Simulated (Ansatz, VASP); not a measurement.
**One calculation of Al2H, two programs**

```
Al H
1.0
     0.00000    2.73478    2.73478
     2.73478    0.00000    2.73478
     2.73478    2.73478    0.00000
Al H
2 1
Direct
  0.75000 0.75000 0.75000
  0.25000 0.25000 0.25000
  0.00000 0.00000 0.00000
```

Change from the starting cell: ordered vacancies on the anion sites of caesium chloride (Fm-3m, No. 225).

Alike in both runs: functional PBE; k mesh 14 × 14 × 14; occupations gaussian, width 0.1 eV; no spin polarisation.

Ansatz relaxed the structure, and its values are those at the end. VASP's run is a single point on that final structure, the one shown.

|  | VASP | Ansatz |
| --- | --- | --- |
| version | VASP 6.6.1 | Ansatz 0.2.0 |
| potentials or method | VASP PAW PBE potentials, release 64 (Al, H), cutoff 520 eV | scalar-relativistic, plane waves, PAW |
| valence electrons in the cell | 7 | 7 |

Ansatz gave:

```
gap on the k mesh at the Fermi level (eV) : none
pressure (GPa)                            : 0.0
```

Question: Which values does VASP return?

Answer: gap on the k mesh at the Fermi level (eV): none; pressure (GPa): -0.1.

A gap of «none» marks a metal or a gap that the smearing closes. The functional is the same, so the differences come from potentials, cutoffs and numerics.
